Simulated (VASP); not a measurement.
# SrTa2O2 (I4/mmm) in VASP: further runs

SrTa2O2 is run at these levels: PBE; tasks: single point.

All numbers are computed with VASP 6.6.1; they aren't measurements. Logs are shortened: lines on timing, memory, paths and dates and some standing lists are left out, and cuts for length are marked.

### Step 1. The cell of the first run

It takes space group I4/mmm (No. 139, tetragonal). The conventional cell has a = 6.170 Å, b = 6.170 Å, c = 5.617 Å, α = 90.00°, β = 90.00°, γ = 90.00°. Sr (site symmetry 4/mmm) has 2 O at 2.14 Å within 2.8 Å. Ta (site symmetry mmm) has 2 Ta at 2.81 Å and 2 Sr at 3.08 Å and 8 O at 3.16 to 3.75 Å within 3.8 Å. Ta (site symmetry mmm) has 2 Ta at 2.81 Å and 2 Sr at 3.08 Å and 8 O at 3.16 to 3.75 Å within 3.8 Å. Within 1.8 Å of O (site symmetry 4mm) lie 1 O at 1.34 Å.

### Step 2. Single point, PBE

The input, INCAR:

```
PREC = Accurate
ENCUT = 700
EDIFF = 1E-6
ISMEAR = 0
SIGMA = 0.2
LREAL = F
LASPH = T
NELM = 120
ALGO = Normal
ISIF = 2
LWAVE = F
LCHARG = T
GGA = PE
LELF = T
LVHAR = T
NBANDS = 59
GGA_COMPAT = F
```

The input, KPOINTS:

```
Automatic mesh
0
Gamma
  4 4 4
```

The input, POSCAR:

```
SrTa2O2
1.0
    3.0848330383     -3.0848330383      2.8084625940
   -3.0848330383     -3.0848330383      2.8084625940
    0.0000000000     -6.1696660766     -5.6169251880
Sr Ta O
2 4 4
Direct
    0.0000000000      0.0000000000      1.0000000000
    0.5000000000      0.5000000000      0.5000000000
    0.7500000000      0.7500000000      0.7500000000
    0.2500000000      0.2500000000      0.2500000000
    0.5000000000      0.5000000000      0.0000000000
    0.0000000000      0.0000000000      0.5000000000
    0.3098501515      0.3098501515      0.6901498485
    0.8098501515      0.8098501515      0.1901498485
    0.1901498485      0.1901498485      0.8098501515
    0.6901498485      0.6901498485      0.3098501515
```

Potentials or basis: VASP PAW PBE potentials, release 64 (Sr_sv, Ta_sv_GW, O).

Run with:

```sh
$ cat potpaw_PBE.64/Sr_sv/POTCAR potpaw_PBE.64/Ta_sv_GW/POTCAR potpaw_PBE.64/O/POTCAR > POTCAR
$ mpirun -np 1 vasp_std > vasp.out
```

OUTCAR:

```text
PREC = Accurate
   ENCUT = 700
   EDIFF = 1E-6
   ISMEAR = 0
   LREAL = F
   LASPH = T
   NELM = 120
   ISIF = 2
   GGA = PE

 ion  position               nearest neighbor table
   1  0.000  0.000  0.000-   8 2.14   9 2.14   3 3.08   4 3.08   5 3.08   5 3.08   7 3.48  10 3.48
                             5 4.17   6 4.17   6 4.17   4 4.17   3 4.17   4 4.17   3 4.17   5 4.17
   2  0.500  0.500  0.500-   7 2.14  10 2.14   3 3.08   4 3.08   6 3.08   6 3.08   9 3.48   8 3.48
                             5 4.17   6 4.17   5 4.17   3 4.17   4 4.17   3 4.17   4 4.17   6 4.17
   3  0.750  0.750  0.750-   5 2.81   6 2.81   1 3.08   2 3.08   2 4.17   2 4.17   1 4.17   1 4.17

   4  0.250  0.250  0.250-   5 2.81   6 2.81   1 3.08   2 3.08   1 4.17   1 4.17   2 4.17   2 4.17

   5  0.500  0.500  0.000-   3 2.81   4 2.81   1 3.08   1 3.08   2 4.17   1 4.17   2 4.17   1 4.17

   6  0.000  0.000  0.500-   3 2.81   4 2.81   2 3.08   2 3.08   1 4.17   1 4.17   2 4.17   2 4.17

   7  0.310  0.310  0.690-   9 1.34   2 2.14   1 3.48
   8  0.810  0.810  0.190-  10 1.34   1 2.14   2 3.48
   9  0.190  0.190  0.810-   7 1.34   1 2.14   2 3.48
  10  0.690  0.690  0.310-   8 1.34   2 2.14   1 3.48

  LATTYP: Found a base centered monoclinic cell.
 ALAT       =     8.3435381023
 B/A-ratio  =     0.7394544138
 C/A-ratio  =     1.0000000000
 COS(beta)  =    -0.0935856602

  Lattice vectors:

 A1 = (  -3.0848330383,   3.0848330383,  -2.8084625940)
 A2 = (   3.0848330383,   3.0848330383,  -2.8084625940)
 A3 = (   0.0000000000,  -6.1696660766,  -5.6169251880)

Analysis of symmetry for initial positions (statically):
=====================================================================
 Subroutine PRICEL returns following result:

  LATTYP: Found a body centered tetragonal cell.
 ALAT       =     6.1696660766
 C/A-ratio  =     0.9104099182

  Lattice vectors:

 A1 = (  -3.0848330383,  -3.0848330383,  -2.8084625940)
 A2 = (   3.0848330383,   3.0848330383,  -2.8084625940)
 A3 = (   3.0848330383,  -3.0848330383,   2.8084625940)

   2 primitive cells build up your supercell.

 Routine SETGRP: Setting up the symmetry group for a
 base centered monoclinic supercell.

 Subroutine GETGRP returns: Found  4 space group operations
 (whereof  4 operations were pure point group operations)
 out of a pool of  4 trial point group operations.

The static configuration has the point symmetry C_2h.
[... 134 lines left out ...]
   NFREE  =      0    steps in history (QN), initial steepest desc. (CG)
   ISIF   =      2    stress and relaxation
   ISYM   =      2    0-nonsym 1-usesym 2-fastsym
   POTIM  = 0.5000    time-step for ionic-motion
   TEBEG  =    0.0;   TEEND  =   0.0 temperature during run
   PSTRESS=    0.0 pullay stress
   NELECT =      96.0000    total number of electrons
   NUPDOWN=      -1.0000    fix difference up-down
   EMIN   =  10.00;   EMAX   =-10.00  energy-range for DOS
   EFERMI =   0.00;   METHOD = LEGACY
   ISMEAR =     0;   SIGMA  =   0.20  broadening in eV -4-tet -1-fermi 0-gaus
   EFERMI_NEDOS =   21; number of points for ismear=-14 and -15
   IALGO  =     38    algorithm
   IMIX   =      4    mixing-type and parameters
     AMIX     =   0.40;   BMIX     =  1.00
     AMIX_MAG =   1.60;   BMIX_MAG =  1.00
  volume/ion in A,a.u.               =      21.38       144.28
  Fermi-wavevector in a.u.,A,eV,Ry     =   1.253597  2.368955 21.381627  1.571505
  Thomas-Fermi vector in A             =   2.387442
   LORBIT       =      0    0 simple, 1 ext, 2 COOP (PROOUT), +10 PAW based schemes
   GGA     = PE    functional components
   LHFCALC =     F    Hartree Fock is set to
   AEXX    =    0.0000 exact exchange contribution
   IVDW    =     0    specifies the selected vdW correction
   LEPSILON=     F    determine dielectric tensor
   LRPA    =     F    only Hartree local field effects (RPA)
 non-spin polarized calculation
 Gauss-broadening in eV      SIGMA  =   0.20
  energy-cutoff  :      700.00
  volume of cell :      213.81
 maximum number of plane-waves:      9024
 NGX is ok and might be reduce to    48

 number of electron      96.0000002 magnetization

 Free energy of the ion-electron system (eV)
  ---------------------------------------------------
  ext. energy  EPLUGINS =         0.00000000
  ---------------------------------------------------
  free energy    TOTEN  =       -66.73803833 eV

  energy without entropy =      -66.43368652  energy(sigma->0) =      -66.58586242

 E-fermi :   4.3577     XC(G=0): -10.0364

 val. band max:        4.3508552431   @ k =   0.0000   0.0000   0.2500
 cond. band min:       4.3785975317   @ k =   0.5000   0.5000   0.5000
 fundamental gap:      0.0277422886
 Fermi energy:         4.3576728065

 k-point     1 :       0.0000    0.0000    0.0000
  band No.  band energies     occupation
      1     -64.3199      2.00000
      2     -64.2930      2.00000
      3     -64.2878      2.00000
      4     -64.2608      2.00000
      5     -30.9960      2.00000
      6     -30.9907      2.00000
[... 1477 lines left out ...]
     58       5.6947      0.00000
     59       5.9447      0.00000

------------------------ aborting loop because EDIFF is reached ----------------------------------------

  FORCE on cell =-STRESS in cart. coord.  units (eV):
  Direction    XX          YY          ZZ          XY          YZ          ZX
  --------------------------------------------------------------------------------------
  -------------------------------------------------------------------------------------
  Total       -0.5077994     -0.2618781      2.2313074      0.0000000      0.0104977      0.0000000
  in kB       -3.8052290     -1.9624012     16.7204530      0.0000000      0.0786652      0.0000000
  external PRESSURE =       3.6509409 kB  Pullay stress =       0.0000000 kB

 VOLUME and BASIS-vectors are now :
 -----------------------------------------------------------------------------
  energy-cutoff  :      700.00
  volume of cell :      213.81
      direct lattice vectors                 reciprocal lattice vectors
     3.084833038 -3.084833038  2.808462594     0.162083326 -0.081041663  0.089016674
    -3.084833038 -3.084833038  2.808462594    -0.162083326 -0.081041663  0.089016674
     0.000000000 -6.169666077 -5.616925188     0.000000000 -0.081041663 -0.089016674

 POSITION                                       TOTAL-FORCE (eV/Angst)
 -----------------------------------------------------------------------------------
      0.00000      0.00000      0.00000         0.000000      0.000000     -0.000000
      0.00000     -6.16967      0.00000        -0.000000      0.000000     -0.000000
      0.00000     -9.25450      0.00000        -0.000000      0.000000     -0.000000
      0.00000     -3.08483      0.00000        -0.000000      0.000000     -0.000000
      0.00000     -3.08483      2.80846         0.000000      0.000000     -0.000000
      0.00000     -3.08483     -2.80846        -0.000000      0.000000     -0.000000
      0.00000     -6.16967     -2.13611        -0.000000     -0.000922      0.101559
      0.00000     -6.16967      3.48081        -0.000000     -0.000922      0.101559
      0.00000     -6.16967     -3.48081        -0.000000      0.000922     -0.101559
      0.00000     -6.16967      2.13611        -0.000000      0.000922     -0.101559
 -----------------------------------------------------------------------------------
    total drift:                                0.000000      0.000000     -0.000000

  FREE ENERGIE OF THE ION-ELECTRON SYSTEM (eV)
  ---------------------------------------------------
  free  energy   TOTEN  =       -66.7380383268 eV

  energy  without entropy=      -66.4336865227  energy(sigma->0) =      -66.58586242
```

stdout:

```text
POSCAR found type information on POSCAR SrTaO
 POSCAR found :  3 types and      10 ions
 scaLAPACK will be used
 LDA part: xc-table for (Slater+PW92), standard interpolation
 POSCAR, INCAR and KPOINTS ok, starting setup
 FFT: planning ... GRIDC
 FFT: planning ... GRID_SOFT
 FFT: planning ... GRID
 WAVECAR not read
 entering main loop
```

It took 9.6 min on 1 thread of Intel Xeon Platinum 8375C at 2.90GHz (Ice Lake), shared host; peak memory 0.69 GiB.

Results:

```yaml
Free_energy: -66.7380 eV
Pressure: 0.4 GPa
Largest_force: 0.102 eV/Å
Band_gap_on_the_k_mesh: zero (bands 48 and 49 overlap by 0.18 eV)
```

Forces in eV/Å, atoms in the order of the input:
```
Sr   0.000  0.000  0.000
Sr   0.000  0.000  0.000
Ta   0.000  0.000  0.000
Ta   0.000  0.000  0.000
Ta   0.000  0.000  0.000
Ta   0.000  0.000  0.000
O    0.000 -0.001  0.102
O    0.000 -0.001  0.102
O    0.000  0.001 -0.102
O    0.000  0.001 -0.102
```

Levels at points of the mesh, in eV from the Fermi level:
| k point | band 45 | band 46 | band 47 | band 48 | band 49 | band 50 | band 51 | band 52 |
| --- | --- | --- | --- | --- | --- | --- | --- | --- |
| (0.00, 0.00, 0.00) | -0.40 | -0.03 | -0.03 | -0.02 | 0.03 | 0.15 | 0.18 | 0.42 |
| (0.50, 0.00, 0.00) | -0.45 | -0.45 | -0.28 | -0.28 | 0.22 | 0.22 | 0.69 | 0.69 |
| (0.50, 0.50, 0.00) | -0.19 | -0.19 | -0.06 | -0.02 | 0.03 | 0.10 | 0.15 | 0.18 |
| (0.00, 0.00, 0.50) | -0.45 | -0.45 | -0.19 | -0.19 | 0.05 | 0.05 | 0.73 | 0.73 |
| (0.50, 0.00, 0.50) | -0.40 | -0.12 | -0.02 | 0.03 | 0.15 | 0.18 | 0.40 | 0.42 |
| (0.50, 0.50, 0.50) | -0.19 | -0.19 | -0.13 | -0.13 | 0.02 | 0.02 | 0.20 | 0.20 |

Caveat: spin-orbit coupling is left out, which moves the levels of the heavy elements.

### Step 3. Single point, PBE, collinear spin

This run uses another cell than the first one: it holds 5 atoms, not 10.

The input, INCAR:

```
SYSTEM = SrTa2O2
PREC     = Accurate       ! precision mode
ENCUT    = 700            ! plane-wave cutoff, eV
EDIFF    = 1E-6           ! SCF threshold, eV
ISMEAR   = 0              ! smearing method
SIGMA    = 0.1            ! smearing width, eV
LREAL    = .False.        ! projectors in reciprocal space
LASPH    = .True.         ! aspherical terms in the spheres
NELM     = 200            ! most SCF steps
ALGO     = Normal         ! electronic algorithm
ISIF     = 2              ! what is computed and relaxed
LWAVE    = .False.        ! write WAVECAR
LCHARG   = .False.        ! write CHGCAR
ISPIN    = 2              ! spin polarisation
MAGMOM   = 0 1 1 0 0      ! initial moments
LORBIT   = 11             ! projections on sites
LMAXMIX  = 4              ! l up to which the mixer works
GGA      = PE             ! functional
NBANDS   = 36             ! bands
GGA_COMPAT= .False.
```

The input, KPOINTS:

```
Automatic mesh
0
Gamma
  4 4 4
  0 0 0
```

The input, POSCAR:

```
SrTa2O2
1.0
   -2.7365454400      2.7365454400      2.8722197900
    2.7365454400     -2.7365454400      2.8722197900
    2.7365454400      2.7365454400     -2.8722197900
Sr Ta O
1 2 2
Direct
    0.0000000000      0.0000000000      0.0000000000
    0.5000000000      0.0000000000      0.5000000000
    0.0000000000      0.5000000000      0.5000000000
    0.6455033900      0.6455033900      0.0000000000
    0.3544966100      0.3544966100      0.0000000000
```

Potentials or basis: VASP PAW PBE potentials, release 64 (Sr_sv, Ta_sv_GW, O).

Run with:

```sh
$ cat potpaw_PBE.64/Sr_sv/POTCAR potpaw_PBE.64/Ta_sv_GW/POTCAR potpaw_PBE.64/O/POTCAR > POTCAR
$ mpirun -np 1 vasp_std > vasp.out
```

OUTCAR:

```text
SYSTEM = SrTa2O2
   PREC = Accurate
   ENCUT = 700
   EDIFF = 1E-6
   ISMEAR = 0
   LREAL = .False.
   LASPH = .True.
   NELM = 200
   ISIF = 2
   ISPIN = 2
   LORBIT = 11
   GGA = PE

 ion  position               nearest neighbor table
   1  0.000  0.000  0.000-   4 2.04   5 2.04   2 2.74   3 2.74   3 2.74   2 2.74   2 3.97   3 3.97
                             3 3.97   3 3.97   2 3.97   2 3.97   2 3.97   3 3.97
   2  0.500  0.000  0.500-   1 2.74   1 2.74   3 2.87   3 2.87   1 3.97   1 3.97   1 3.97   1 3.97

   3  0.000  0.500  0.500-   1 2.74   1 2.74   2 2.87   2 2.87   1 3.97   1 3.97   1 3.97   1 3.97

   4  0.646  0.646  0.000-   5 1.67   1 2.04
   5  0.354  0.354  0.000-   4 1.67   1 2.04

  LATTYP: Found a body centered tetragonal cell.
 ALAT       =     5.4730908800
 C/A-ratio  =     1.0495786944

[... 1218 lines left out ...]
  Direction    XX          YY          ZZ          XY          YZ          ZX
  --------------------------------------------------------------------------------------
  -------------------------------------------------------------------------------------
  Total        3.8674643      3.8674643      6.4415372      0.0000000     -0.0000000      0.0000000
  in kB       72.0201312     72.0201312    119.9546558      0.0000000     -0.0000000      0.0000000
  external PRESSURE =      87.9983061 kB  Pullay stress =       0.0000000 kB

 VOLUME and BASIS-vectors are now :
 -----------------------------------------------------------------------------
  energy-cutoff  :      700.00
  volume of cell :       86.04
      direct lattice vectors                 reciprocal lattice vectors
    -2.736545440  2.736545440  2.872219790     0.000000000  0.182712113  0.174081385
     2.736545440 -2.736545440  2.872219790     0.182712113  0.000000000  0.174081385
     2.736545440  2.736545440 -2.872219790     0.182712113  0.182712113  0.000000000

 POSITION                                       TOTAL-FORCE (eV/Angst)
 -----------------------------------------------------------------------------------
      0.00000      0.00000      0.00000        -0.000000     -0.000000      0.000000
      0.00000      2.73655      0.00000        -0.000000     -0.000000      0.000000
      2.73655      0.00000      0.00000        -0.000000     -0.000000      0.000000
      0.00000      0.00000      3.70806         0.000000      0.000000     -3.345540
      0.00000      0.00000      2.03638         0.000000      0.000000      3.345540
 -----------------------------------------------------------------------------------
    total drift:                                0.000000     -0.000000      0.000000

  FREE ENERGIE OF THE ION-ELECTRON SYSTEM (eV)
  ---------------------------------------------------
  free  energy   TOTEN  =       -31.9055218555 eV

  energy  without entropy=      -31.8747700299  energy(sigma->0) =      -31.89014594

 total charge

# of ion       s       p       d       f       tot
--------------------------------------------------
    1        2.082   5.736   0.842   0.000   8.660
    2        3.429   5.965   2.306   0.016  11.717
    3        3.429   5.965   2.306   0.016  11.717
    4        1.619   3.232   0.000   0.000   4.851
    5        1.619   3.232   0.000   0.000   4.851
--------------------------------------------------
tot         12.179  24.131   5.454   0.032  41.796

 magnetization (x)

# of ion       s       p       d       f       tot
--------------------------------------------------
    1        0.001   0.006   0.032   0.000   0.039
    2        0.017   0.000   0.297   0.001   0.315
    3        0.017   0.000   0.297   0.001   0.315
    4       -0.000   0.075   0.000   0.000   0.075
    5       -0.000   0.075   0.000   0.000   0.075
--------------------------------------------------
tot          0.034   0.157   0.625   0.002   0.819
```

stdout:

```text
POSCAR found type information on POSCAR SrTaO
 POSCAR found :  3 types and       5 ions
 scaLAPACK will be used
 LDA part: xc-table for (Slater+PW92), standard interpolation
 POSCAR, INCAR and KPOINTS ok, starting setup
 FFT: planning ... GRIDC
 FFT: planning ... GRID_SOFT
 FFT: planning ... GRID
 WAVECAR not read
 entering main loop
```

It took 2.2 min on 1 thread of Intel Xeon Platinum 8488C (Sapphire Rapids), shared host; peak memory 0.38 GiB.

Results:

```yaml
Free_energy: -31.9055 eV
Pressure: 8.8 GPa
Largest_force: 3.346 eV/Å
Net_moment: 1.06 μB per cell
Site_moments: Sr +0.04; Ta +0.32; O +0.07 μB
Valence_electrons_inside_the_program's_atomic_spheres: Sr 8.66; Ta 11.72; O 4.85
```

Forces on the atoms (eV/Å):
```
Sr   0.000  0.000  0.000
Ta   0.000  0.000  0.000
Ta   0.000  0.000  0.000
O    0.000  0.000 -3.346
O    0.000  0.000  3.346
```

Caveat: the k points lie up to 0.40 Å⁻¹ apart; a moment this small can come from the mesh or the smearing; spin-orbit coupling is left out, which moves the levels of the heavy elements; forces of over 1 eV/Å act on the atoms, so gaps and moduli don't describe the material at rest.

The gap in the log of VASP goes by the Fermi energy; the results here count the filled bands.